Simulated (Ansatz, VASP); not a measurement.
## One calculation of Si3Cl2, two programs

Contents of INCAR:

```
SYSTEM = Si3Cl2
ALGO = Normal
EDIFF = 1E-6
EDIFFG = -0.04
ENCUT = 600
GGA = PE
IBRION = 2
ISIF = 3
ISMEAR = 0
LASPH = .TRUE.
LCHARG = .FALSE.
LREAL = .FALSE.
LWAVE = .FALSE.
NELM = 100
NSW = 90
PREC = Accurate
SIGMA = 0.1
```

Contents of KPOINTS:

```
k-points
0
G
  6 6 4
  0 0 0
```

The input POSCAR:

```
Si3Cl2
1.0
    4.1213945863      0.0000000000      0.0000000000
   -2.0606972931      3.5692324107      0.0000000000
    0.0000000000      0.0000000000      6.4122205111
Si Cl
3 2
Direct
    0.0000000000      0.0000000000      0.0000000000
    0.3333333333      0.6666666667      0.6450000000
    0.6666666667      0.3333333333      0.3550000000
    0.3333333333      0.6666666667      0.2450000000
    0.6666666667      0.3333333333      0.7550000000
```

Input for Ansatz:

```yaml
crystal:
  lattice:
    - [4.1213945863, 0.0, 0.0]
    - [-2.0606972931, 3.5692324107, 0.0]
    - [0.0, 0.0, 6.4122205111]
  atoms:
    - { symbol: Si, position: [0.0, 0.0, 0.0] }
    - { symbol: Si, position: [0.3333333333, 0.6666666667, 0.645] }
    - { symbol: Si, position: [0.6666666667, 0.3333333333, 0.355] }
    - { symbol: Cl, position: [0.3333333333, 0.6666666667, 0.245] }
    - { symbol: Cl, position: [0.6666666667, 0.3333333333, 0.755] }
basis:
  ecutwfc: 420
kpoints:
  mp_grid: { grid: [6, 6, 4] }
hamiltonian:
  xc: pbe
scf:
  occupations: { method: gaussian, width: 0.1 }
  lower_state_search: "off"
output:
  forces: true
  stress: true
  eigenvalues: true
relax:
  adjacent_minimum: "off"
  f_tol: 0.04
  max_steps: 70
  cell: { stress_tol: 0.4 }
```

Alike in both runs: task relaxation of cell and atoms; functional PBE; k mesh 6 × 6 × 4; occupations gaussian, width 0.1 eV; no spin polarisation.

|  | VASP | Ansatz |
| --- | --- | --- |
| version | VASP 6.6.1 | Ansatz 0.2.0 |
| potentials or method | VASP PAW PBE potentials, release 64 (Si, Cl), cutoff 600 eV | scalar-relativistic, plane waves, PAW |
| valence electrons in the cell | 26 | 26 |

VASP gave:

- gap on the k mesh at the Fermi level, each at its own relaxed structure (eV): none
- relaxed volume (Å³/atom): 27.45
- relaxed cell length with the largest relative difference (Å): 10.604

Question: Estimate Ansatz's values.

Answer: gap on the k mesh at the Fermi level, each at its own relaxed structure (eV): none; relaxed volume (Å³/atom): 29.28; relaxed cell length with the largest relative difference (Å): 11.343.

A gap of «none» marks a metal or a gap that the smearing closes. One of these differences is far larger than is usual between the two programs; its cause wasn't traced.

Noted on VASP's run: the volume moved by over 15 % at a fixed basis, so the end points are rough.
